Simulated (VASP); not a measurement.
# Pd (P6/mmm) in VASP: notebook, part 2 of 2

VASP 6.6.1. Earlier steps stand in the parts before.

## Step 4: Relaxation of cell and atoms, PBEsol

This run uses another cell than the first one, of 15.76 Å³/atom.

Contents of INCAR:

```
SYSTEM = Pd
ALGO = Fast
EDIFF = 1E-7
EDIFFG = -0.01
ENCUT = 600
GGA = PS
IBRION = 2
ISIF = 3
ISMEAR = 0
LASPH = .True.
LCHARG = .False.
LREAL = .False.
LWAVE = .False.
NELM = 60
NSW = 100
PREC = Accurate
SIGMA = 0.1
```

Contents of KPOINTS:

```
k-points
0
Gamma
  24 24 22
  0 0 0
```

Contents of POSCAR:

```
Pd
1.0
    2.6468131506      0.0000000000      0.0000000000
   -1.3234065753      2.2922074275      0.0000000000
    0.0000000000      0.0000000000      2.5977068162
Pd
1
Direct
    0.0000000000      0.0000000000      0.0000000000
```

Potentials or basis: VASP PAW PBE potentials, release 64 (Pd).

On the command line:

```
> cat potpaw_PBE.64/Pd/POTCAR > POTCAR
> mpirun -np 1 vasp_std > vasp.out
```

OUTCAR:

```text
SYSTEM = Pd
   EDIFF = 1E-7
   EDIFFG = -0.01
   ENCUT = 600
   GGA = PS
   IBRION = 2
   ISIF = 3
   ISMEAR = 0
   LASPH = .True.
   LREAL = .False.
   NELM = 60
   NSW = 100
   PREC = Accurate

 ion  position               nearest neighbor table
   1  0.000  0.000  0.000-

  LATTYP: Found a hexagonal cell.
 ALAT       =     2.6468131506
 C/A-ratio  =     0.9814469962

  Lattice vectors:

 A1 = (   2.6468131506,   0.0000000000,   0.0000000000)
 A2 = (  -1.3234065753,   2.2922074275,   0.0000000000)
 A3 = (   0.0000000000,   0.0000000000,   2.5977068162)

Analysis of symmetry for initial positions (statically):
=====================================================================
 Subroutine PRICEL returns:
 Original cell was already a primitive cell.

 Routine SETGRP: Setting up the symmetry group for a
 hexagonal supercell.

 Subroutine GETGRP returns: Found 24 space group operations
 (whereof 24 operations were pure point group operations)
 out of a pool of 24 trial point group operations.

The static configuration has the point symmetry D_6h.

Analysis of symmetry for dynamics (positions and initial velocities):
=====================================================================
[... 169 lines left out ...]
  external PRESSURE =      -5.8808180 kB  Pullay stress =       0.0000000 kB
[... 57 lines left out ...]
--------------------------------------- Ionic step        3  -------------------------------------------

 number of electron      10.0000000 magnetization

 Free energy of the ion-electron system (eV)
  ---------------------------------------------------
  ext. energy  EPLUGINS =         0.00000000
  ---------------------------------------------------
  free energy    TOTEN  =        -5.66768054 eV

  energy without entropy =       -5.66124895  energy(sigma->0) =       -5.66446475

 E-fermi :   8.7277     XC(G=0): -12.9217

 val. band max:        8.7272526012   @ k =   0.3333   0.0833   0.3636
 cond. band min:       8.7279276299   @ k =   0.1250   0.0417   0.0000
 fundamental gap:      0.0006750287
 Fermi energy:         8.7276544529

 k-point     1 :       0.0000    0.0000    0.0000
  band No.  band energies     occupation
      1       1.8972      2.00000
      2       3.7801      2.00000
      3       5.9037      2.00000
      4       5.9037      2.00000
      5       8.8185      0.19882
      6       8.8185      0.19882
      7      24.5367      0.00000
      8      26.2847      0.00000
      9      31.8850      0.00000
[... 265 lines left out ...]
 k-point    24 :       0.4583    0.0417    0.0000
  band No.  band energies     occupation
      1       3.3963      2.00000
      2       4.8189      2.00000
      3       6.9075      2.00000
      4       8.3899      2.00000
      5       8.7074      1.22512
      6      10.1292      0.00000
      7      15.7454      0.00000
      8      23.5676      0.00000
      9      28.4411      0.00000

 [... further k-points ...]

------------------------ aborting loop because EDIFF is reached ----------------------------------------

  FORCE on cell =-STRESS in cart. coord.  units (eV):
  Direction    XX          YY          ZZ          XY          YZ          ZX
  --------------------------------------------------------------------------------------
  -------------------------------------------------------------------------------------
  Total        0.0032601      0.0032601     -0.0026837      0.0000000      0.0000000      0.0000000
  in kB        0.3326073      0.3326073     -0.2737972      0.0000000      0.0000000      0.0000000
  external PRESSURE =       0.1304725 kB  Pullay stress =       0.0000000 kB
[... 16 lines left out ...]
  FREE ENERGIE OF THE ION-ELECTRON SYSTEM (eV)
  ---------------------------------------------------
  free  energy   TOTEN  =        -5.6676805424 eV

  energy  without entropy=       -5.6612489505  energy(sigma->0) =       -5.66446475

 reached required accuracy - stopping structural energy minimisation
```

Wall time 2.5 min (1 thread of AMD EPYC 9R45 (Zen 5), shared host); peak memory 0.23 GiB.

Results:

```yaml
Free_energy: -5.6677 eV
Relaxed_volume: 15.70 Å³/atom
Relaxed_cell: a = 2.643 Å, b = 2.643 Å, c = 2.595 Å, α = 90.00°, β = 90.00°, γ = 120.00°
Space_group_after_relaxing_to_0.1_Å: P6/mmm (No. 191)
Energy_gained_by_relaxing: 0.1 meV/atom
Ionic_steps: 3
Pressure_after_relaxing: 0.0 GPa
Band_gap_on_the_k_mesh: zero (bands 5 and 6 overlap by 2.12 eV)
```

The path:
```
step  energy change (eV)  largest force (eV/Å)  pressure (GPa)  volume (Å³)
   1              0.0000                0.0000           -0.59        15.76
   2              0.0001                0.0000            0.84        15.63
   3             -0.0001                0.0000            0.01        15.70
```

Final structure:
```
Pd
1.0
     2.64332    0.00000    0.00000
    -1.32166    2.28918    0.00000
     0.00000    0.00000    2.59529
Pd
1
Direct
  0.00000 0.00000 0.00000
```

Caveat: the PAW data sets were made with another functional, which shifts forces and pressure a little.

## Step 5: Summary

| task | cell | k mesh | cutoff (eV) | gap on the mesh (eV) | pressure (GPa) | relaxed volume (Å³/atom) |
| --- | --- | --- | --- | --- | --- | --- |
| relaxation of cell and atoms | relaxed from a = 2.663, b = 2.663, c = 2.488 Å, angles 90.0, 90.0, 120.0°, 1 atom | 9 × 9 × 8 | 600 | none | 0.1 | 15.70 |
| single point | a = 2.645, b = 2.645, c = 2.598 Å, angles 90.0, 90.0, 120.0°, 1 atom | 24 × 24 × 22 | 520 | none | -0.4 | - |
| relaxation of cell and atoms | relaxed from a = 2.647, b = 2.647, c = 2.598 Å, angles 90.0, 90.0, 120.0°, 1 atom | 24 × 24 × 22 | 600 | none | 0.0 | 15.70 |

Alike in all rows: level PBEsol; potentials or basis VASP PAW PBE potentials, release 64 (Pd); no spin polarisation; smearing gaussian 0.1 eV.

Caveats: the PAW data sets were made with another functional, which shifts forces and pressure a little.

Total energies depend on the potentials used, so only differences within one code and one set of settings carry meaning.

The gap in the log of VASP goes by the Fermi energy; the results here count the filled bands.